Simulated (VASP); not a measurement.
# C in VASP: notebook

The runs below take C through single point, with PBEsol.

Everything below comes from runs of VASP 6.6.1. Logs are shortened: lines on timing, memory, paths and dates and some standing lists are left out, and cuts for length are marked.

### Step 1. The cell of the first run

The cell holds a slab with vacuum, 15 atoms: a = 2.513 Å, b = 2.513 Å, c = 27.438 Å, α = 90.00°, β = 90.00°, γ = 90.00°.

### Step 2. Single point, PBEsol

Contents of INCAR:

```
SYSTEM = C
PREC = Accurate
ENCUT = 520
EDIFF = 1E-6
ISMEAR = 0
SIGMA = 0.5
LREAL = Auto
LASPH = .TRUE.
NELM = 80
ALGO = Normal
ISIF = 2
LWAVE = .FALSE.
LCHARG = .FALSE.
LDIPOL = .TRUE.
IDIPOL = 3
DIPOL = 0.5 0.5 0.500
GGA = PS
NBANDS = 43
```

Contents of KPOINTS:

```
regular mesh
0
G
  11 11 1
  0 0 0
```

Contents of POSCAR:

```
C
1.0
    2.5129226041      0.0000000000      0.0000000000
    0.0000000000      2.5129226041      0.0000000000
    0.0000000000      0.0000000000     27.4383322977
C
15
Direct
    0.0000000000      0.5000000000      0.2733402278
    0.0000000000      0.0000000000      0.3057201952
    0.5000000000      0.0000000000      0.3381001627
    0.5000000000      0.5000000000      0.3704801302
    0.0000000000      0.5000000000      0.4028600976
    0.0000000000      0.0000000000      0.4352400651
    0.5000000000      0.0000000000      0.4676200325
    0.5000000000      0.5000000000      0.5000000000
    0.0000000000      0.5000000000      0.5323799675
    0.0000000000      0.0000000000      0.5647599349
    0.5000000000      0.0000000000      0.5971399024
    0.5000000000      0.5000000000      0.6295198698
    0.0000000000      0.5000000000      0.6618998373
    0.0000000000      0.0000000000      0.6942798048
    0.5000000000      0.0000000000      0.7266597722
```

Potentials or basis: VASP PAW PBE potentials, release 64 (C).

On the command line:

```
$ cat potpaw_PBE.64/C/POTCAR > POTCAR
$ mpirun -np 1 vasp_std > vasp.out
```

OUTCAR:

```text
SYSTEM = C
   PREC = Accurate
   ENCUT = 520
   EDIFF = 1E-6
   ISMEAR = 0
   LREAL = Auto
   LASPH = .TRUE.
   NELM = 80
   ISIF = 2
   GGA = PS

 ion  position               nearest neighbor table
   1  0.000  0.500  0.273-   2 1.54   2 1.54
   2  0.000  0.000  0.306-   1 1.54   1 1.54   3 1.54   3 1.54
   3  0.500  0.000  0.338-   2 1.54   4 1.54   4 1.54   2 1.54
   4  0.500  0.500  0.370-   5 1.54   5 1.54   3 1.54   3 1.54
   5  0.000  0.500  0.403-   4 1.54   4 1.54   6 1.54   6 1.54
   6  0.000  0.000  0.435-   7 1.54   7 1.54   5 1.54   5 1.54
   7  0.500  0.000  0.468-   6 1.54   6 1.54   8 1.54   8 1.54
   8  0.500  0.500  0.500-   7 1.54   9 1.54   7 1.54   9 1.54
   9  0.000  0.500  0.532-  10 1.54  10 1.54   8 1.54   8 1.54
  10  0.000  0.000  0.565-   9 1.54   9 1.54  11 1.54  11 1.54
  11  0.500  0.000  0.597-  12 1.54  12 1.54  10 1.54  10 1.54
  12  0.500  0.500  0.630-  11 1.54  11 1.54  13 1.54  13 1.54
  13  0.000  0.500  0.662-  12 1.54  14 1.54  14 1.54  12 1.54
  14  0.000  0.000  0.694-  15 1.54  15 1.54  13 1.54  13 1.54
  15  0.500  0.000  0.727-  14 1.54  14 1.54

  LATTYP: Found a simple tetragonal cell.
 ALAT       =     2.5129226041
 C/A-ratio  =    10.9188927080

  Lattice vectors:

 A1 = (   2.5129226041,   0.0000000000,   0.0000000000)
 A2 = (   0.0000000000,   2.5129226041,   0.0000000000)
 A3 = (   0.0000000000,   0.0000000000,  27.4383322977)

Analysis of symmetry for initial positions (statically):
=====================================================================
 Subroutine PRICEL returns:
 Original cell was already a primitive cell.

 Routine SETGRP: Setting up the symmetry group for a
 simple tetragonal supercell.

 Subroutine GETGRP returns: Found  8 space group operations
 (whereof  8 operations were pure point group operations)
 out of a pool of 16 trial point group operations.

The static configuration has the point symmetry D_2d.

Analysis of symmetry for dynamics (positions and initial velocities):
=====================================================================
 Subroutine PRICEL returns:
 Original cell was already a primitive cell.

 Routine SETGRP: Setting up the symmetry group for a
 simple tetragonal supercell.

 Subroutine GETGRP returns: Found  8 space group operations
 (whereof  8 operations were pure point group operations)
 out of a pool of 16 trial point group operations.

The dynamic configuration has the point symmetry D_2d.

 Subroutine INISYM returns: Found  8 space group operations
 (whereof  8 operations are pure point group operations),
 and found     1 'primitive' translations

----------------------------------------------------------------------------------------

                                     Primitive cell

  volume of cell :     173.2670

  direct lattice vectors                    reciprocal lattice vectors
     2.512922604  0.000000000  0.000000000     0.397943016  0.000000000  0.000000000
     0.000000000  2.512922604  0.000000000     0.000000000  0.397943016  0.000000000
     0.000000000  0.000000000 27.438332298     0.000000000  0.000000000  0.036445364

  length of vectors
     2.512922604  2.512922604 27.438332298     0.397943016  0.397943016  0.036445364

  position of ions in fractional coordinates (direct lattice)
     0.000000000  0.500000000  0.273340228
     0.000000000  0.000000000  0.305720195
     0.500000000  0.000000000  0.338100163
     0.500000000  0.500000000  0.370480130
     0.000000000  0.500000000  0.402860098
     0.000000000  0.000000000  0.435240065
     0.500000000  0.000000000  0.467620033
     0.500000000  0.500000000  0.500000000
     0.000000000  0.500000000  0.532379967
     0.000000000  0.000000000  0.564759935
     0.500000000  0.000000000  0.597139902
     0.500000000  0.500000000  0.629519870
     0.000000000  0.500000000  0.661899837
     0.000000000  0.000000000  0.694279805
     0.500000000  0.000000000  0.726659772

  ion indices of the primitive-cell ions
   primitive index   ion index
                 1           1
                 2           2
                 3           3
                 4           4
                 5           5
[... 30 lines left out ...]
     0.000000000  0.000000000  0.000000000

 Subroutine IBZKPT returns following result:
 ===========================================

 Found     21 irreducible k-points:

 Following reciprocal coordinates:
            Coordinates               Weight
  0.000000  0.000000  0.000000      1.000000
  0.090909  0.000000  0.000000      4.000000
  0.181818  0.000000  0.000000      4.000000
  0.272727  0.000000  0.000000      4.000000
  0.363636  0.000000  0.000000      4.000000
  0.454545  0.000000  0.000000      4.000000
[... 13 lines left out ...]
  0.454545  0.363636  0.000000      8.000000
  0.454545  0.454545  0.000000      4.000000
   k-points           NKPTS =     21   k-points in BZ     NKDIM =     21   number of bands    NBANDS=     43
   number of dos      NEDOS =    301   number of ions     NIONS =     15
   total plane-waves  NPLWV =  84000
   dimension x,y,z NGX =    20 NGY =   20 NGZ =  210
   dimension x,y,z NGXF=    40 NGYF=   40 NGZF=  420
   ions per type =              15
   NGX,Y,Z   is equivalent  to a cutoff of  13.23, 13.23, 12.72 a.u.
   NGXF,Y,Z  is equivalent  to a cutoff of  26.46, 26.46, 25.45 a.u.
 SYSTEM =  C
   PREC   = accura    normal or accurate (medium, high low for compatibility)
   ISTART =      0    job   : 0-new  1-cont  2-samecut
   ICHARG =      2    charge: 1-file 2-atom 10-const
   ISPIN  =      1    spin polarized calculation?
   LNONCOLLINEAR =      F non collinear calculations
   LSORBIT =      F    spin-orbit coupling
   LASPH  =      T    aspherical Exc in radial PAW
   ENCUT  =  520.0 eV  38.22 Ry    6.18 a.u.   4.67  4.67 51.02*2*pi/ulx,y,z
   NELM   =     80;   NELMIN=  2; NELMDL= -5     # of ELM steps
   EDIFF  = 0.1E-05   stopping-criterion for ELM
   LREAL  =      T    real-space projection
   EDIFFG = 0.1E-04   stopping-criterion for IOM
   NSW    =      0    number of steps for IOM
   IBRION =     -1    ionic relax: 0-MD 1-quasi-New 2-CG
   NFREE  =      0    steps in history (QN), initial steepest desc. (CG)
   ISIF   =      2    stress and relaxation
   ISYM   =      2    0-nonsym 1-usesym 2-fastsym
   POTIM  = 0.5000    time-step for ionic-motion
   TEBEG  =    0.0;   TEEND  =   0.0 temperature during run
   PSTRESS=    0.0 pullay stress
   NELECT =      60.0000    total number of electrons
   NUPDOWN=      -1.0000    fix difference up-down
   EMIN   =  10.00;   EMAX   =-10.00  energy-range for DOS
   EFERMI =   0.00;   METHOD = LEGACY
   ISMEAR =     0;   SIGMA  =   0.50  broadening in eV -4-tet -1-fermi 0-gaus
   EFERMI_NEDOS =   21; number of points for ismear=-14 and -15
   IALGO  =     38    algorithm
   IMIX   =      4    mixing-type and parameters
     AMIX     =   0.40;   BMIX     =  1.00
     AMIX_MAG =   1.60;   BMIX_MAG =  1.00
  volume/ion in A,a.u.               =      11.55        77.95
  Fermi-wavevector in a.u.,A,eV,Ry     =   1.149617  2.172462 17.981729  1.321620
  Thomas-Fermi vector in A             =   2.286286
   LORBIT       =      0    0 simple, 1 ext, 2 COOP (PROOUT), +10 PAW based schemes
   GGA     = PS    functional components
   LHFCALC =     F    Hartree Fock is set to
   AEXX    =    0.0000 exact exchange contribution
   IVDW    =     0    specifies the selected vdW correction
   LEPSILON=     F    determine dielectric tensor
   LRPA    =     F    only Hartree local field effects (RPA)
 non-spin polarized calculation
 Gauss-broadening in eV      SIGMA  =   0.50
  energy-cutoff  :      520.00
  volume of cell :      173.27
 maximum number of plane-waves:      4739
 NGX is ok and might be reduce to    20
   NGX =  9   NGY =  9   NGZ =103

 dipolmoment           0.000000      0.000000      0.000000 electrons x Angstroem

 number of electron      60.0000007 magnetization

 dipolmoment           0.000000      0.000000     -0.000000 electrons x Angstroem

 Free energy of the ion-electron system (eV)
  ---------------------------------------------------
  ext. energy  EPLUGINS =         0.00000000
  ---------------------------------------------------
  free energy    TOTEN  =      -137.20974861 eV

  energy without entropy =     -137.00234231  energy(sigma->0) =     -137.10604546

 E-fermi :   1.0325     XC(G=0):  -7.3597

 val. band max:        0.9992281850   @ k =   0.0909   0.0000   0.0000
 cond. band min:       1.1056969118   @ k =   0.0000   0.0000   0.0000
 fundamental gap:      0.1064687268
 Fermi energy:         1.0325396516

 k-point     1 :       0.0000    0.0000    0.0000
  band No.  band energies     occupation
      1     -20.7473      2.00000
      2     -20.1764      2.00000
      3     -19.3337      2.00000
      4     -18.2242      2.00000
      5     -16.8602      2.00000
      6     -15.2632      2.00000
[... 934 lines left out ...]
     41       9.1518      0.00000
     42       9.9540      0.00000
 [bands above 42 left out]

------------------------ aborting loop because EDIFF is reached ----------------------------------------

 vacuum level on the upper side and lower side of the slab       (xc-potential included)        -0.159        -0.159

  FORCE on cell =-STRESS in cart. coord.  units (eV):
  Direction    XX          YY          ZZ          XY          YZ          ZX
  --------------------------------------------------------------------------------------
  -------------------------------------------------------------------------------------
  Total       -4.1098295     -4.1098295     -3.6933936      0.0000000     -0.0000000      0.0000000
  in kB      -38.0030499    -38.0030499    -34.1523222      0.0000000     -0.0000000      0.0000000
  external PRESSURE =     -36.7194740 kB  Pullay stress =       0.0000000 kB

 VOLUME and BASIS-vectors are now :
 -----------------------------------------------------------------------------
  energy-cutoff  :      520.00
  volume of cell :      173.27
      direct lattice vectors                 reciprocal lattice vectors
     2.512922604  0.000000000  0.000000000     0.397943016  0.000000000  0.000000000
     0.000000000  2.512922604  0.000000000     0.000000000  0.397943016  0.000000000
     0.000000000  0.000000000 27.438332298     0.000000000  0.000000000  0.036445364

 POSITION                                       TOTAL-FORCE (eV/Angst)
 -----------------------------------------------------------------------------------
      0.00000      1.25646      7.50000        -0.000000      0.000000      2.301210
      0.00000      0.00000      8.38845        -0.000000      0.000000     -2.442461
      1.25646      0.00000      9.27690        -0.000000      0.000000      0.221890
      1.25646      1.25646     10.16536        -0.000000      0.000000     -0.150331
      0.00000      1.25646     11.05381        -0.000000      0.000000      0.027500
      0.00000      0.00000     11.94226        -0.000000      0.000000     -0.017535
      1.25646      0.00000     12.83071        -0.000000      0.000000      0.006255
      1.25646      1.25646     13.71917        -0.000000     -0.000000      0.000000
      0.00000      1.25646     14.60762         0.000000      0.000000     -0.006255
      0.00000      0.00000     15.49607         0.000000      0.000000      0.017535
      1.25646      0.00000     16.38452         0.000000     -0.000000     -0.027500
      1.25646      1.25646     17.27298        -0.000000     -0.000000      0.150331
      0.00000      1.25646     18.16143        -0.000000      0.000000     -0.221890
      0.00000      0.00000     19.04988        -0.000000      0.000000      2.442461
      1.25646      0.00000     19.93833        -0.000000      0.000000     -2.301210
 -----------------------------------------------------------------------------------
    total drift:                                0.000000     -0.000000     -0.000000

  FREE ENERGIE OF THE ION-ELECTRON SYSTEM (eV)
  ---------------------------------------------------
  free  energy   TOTEN  =      -137.2097486140 eV

  energy  without entropy=     -137.0023423119  energy(sigma->0) =     -137.10604546

 vacuum level on the upper side and lower side of the slab         8.366         8.366
```

It took 2.1 min on 1 thread of Intel Xeon 6975P-C (Granite Rapids), shared host; peak memory 0.3 GiB.

Results:

```
Free energy            : -137.2097 eV
Largest force          : 2.442 eV/Å
Band gap on the k mesh : zero (band 30 reaches 1.11 eV, above the bottom of band 31 at 0.95 eV)
```

Forces on the atoms (eV/Å):
```
C    0.000  0.000  2.301
C    0.000  0.000 -2.442
C    0.000  0.000  0.222
C    0.000  0.000 -0.150
C    0.000  0.000  0.028
C    0.000  0.000 -0.018
C    0.000  0.000  0.006
C    0.000  0.000  0.000
C    0.000  0.000 -0.006
C    0.000  0.000  0.018
C    0.000  0.000 -0.028
C    0.000  0.000  0.150
C    0.000  0.000 -0.222
C    0.000  0.000  2.442
C    0.000  0.000 -2.301
```

Caveat: the PAW data sets were made with another functional, which shifts forces and pressure a little.

### Step 3. Single point, PBEsol

Contents of INCAR:

```
PREC = Accurate
ENCUT = 520
EDIFF = 1E-7
ISMEAR = 0
SIGMA = 0.05
LREAL = Auto
LASPH = True
NELM = 80
ALGO = Normal
ISIF = 2
LWAVE = False
LCHARG = False
GGA = PS
NBANDS = 43
```

Contents of KPOINTS:

```
regular mesh
0
Gamma
  11 11 1
```

POSCAR is that of step 2.

Potentials or basis: VASP PAW PBE potentials, release 64 (C).

On the command line:

```
$ cat potpaw_PBE.64/C/POTCAR > POTCAR
$ mpirun -np 1 vasp_std > vasp.out
```

Run time: 2.3 min. Hardware: 1 thread of Intel Xeon 6975P-C (Granite Rapids), shared host; peak memory 0.29 GiB.

Results (log left out):

```yaml
Free_energy: -137.1125 eV
Largest_force: 2.409 eV/Å
Band_gap_on_the_k_mesh: zero (band 30 reaches 1.09 eV, above the bottom of band 31 at 0.90 eV)
```

Forces on the atoms (eV/Å):
```
C    0.000  0.000  2.252
C    0.000  0.000 -2.409
C    0.000  0.000  0.239
C    0.000  0.000 -0.140
C    0.000  0.000  0.023
C    0.000  0.000 -0.021
C    0.000  0.000  0.002
C    0.000  0.000  0.000
C    0.000  0.000 -0.002
C    0.000  0.000  0.021
C    0.000  0.000 -0.023
C    0.000  0.000  0.140
C    0.000  0.000 -0.239
C    0.000  0.000  2.409
C    0.000  0.000 -2.252
```

Levels at points of the mesh, in eV from the Fermi level:
| k point | band 27 | band 28 | band 29 | band 30 | band 31 | band 32 | band 33 | band 34 |
| --- | --- | --- | --- | --- | --- | --- | --- | --- |
| (0.00, 0.00, 0.00) | -0.54 | -0.54 | -0.01 | 0.15 | 3.80 | 3.80 | 4.00 | 4.00 |

Caveat: the PAW data sets were made with another functional, which shifts forces and pressure a little.

### Step 4. Single point, PBEsol

Contents of INCAR:

```
SYSTEM = C
ALGO = Normal
DIPOL = 0.5 0.5 0.500
EDIFF = 1E-6
ENCUT = 520
GGA = PS
IDIPOL = 3
ISIF = 2
ISMEAR = 0
LASPH = .TRUE.
LCHARG = .FALSE.
LDIPOL = .TRUE.
LREAL = Auto
LWAVE = .FALSE.
NBANDS = 43
NELM = 100
PREC = Accurate
SIGMA = 1.5
```

Contents of KPOINTS:

```
k-points
0
G
  11 11 1
  0 0 0
```

POSCAR is that of step 3.

On the command line:

```
$ cat potpaw_PBE.64/C/POTCAR > POTCAR
$ mpirun -np 1 vasp_std > vasp.out
```

Wall time 2.1 min (1 thread of Intel Xeon 6975P-C (Granite Rapids), shared host); peak memory 0.3 GiB.

It converged, with:

| Quantity | Value |
| --- | --- |
| Free energy | -138.0817 eV |
| Largest force | 2.452 eV/Å |

Forces in eV/Å, atoms in the order of the input:
```
C    0.000  0.000  2.241
C    0.000  0.000 -2.452
C    0.000  0.000  0.186
C    0.000  0.000 -0.056
C    0.000  0.000  0.014
C    0.000  0.000  0.002
C    0.000  0.000  0.001
C    0.000  0.000  0.000
C    0.000  0.000 -0.001
C    0.000  0.000 -0.002
C    0.000  0.000 -0.014
C    0.000  0.000  0.056
C    0.000  0.000 -0.186
C    0.000  0.000  2.452
C    0.000  0.000 -2.241
```

Levels at points of the mesh, in eV from the Fermi level:
```csv
k point,band 28,band 29,band 30,band 31,band 32,band 33
"(0.00, 0.00, 0.00)",-1.16,-0.40,-0.30,3.28,3.29,3.40
```

Caveat: the PAW data sets were made with another functional, which shifts forces and pressure a little.

(Continued in part 2 of 2.)
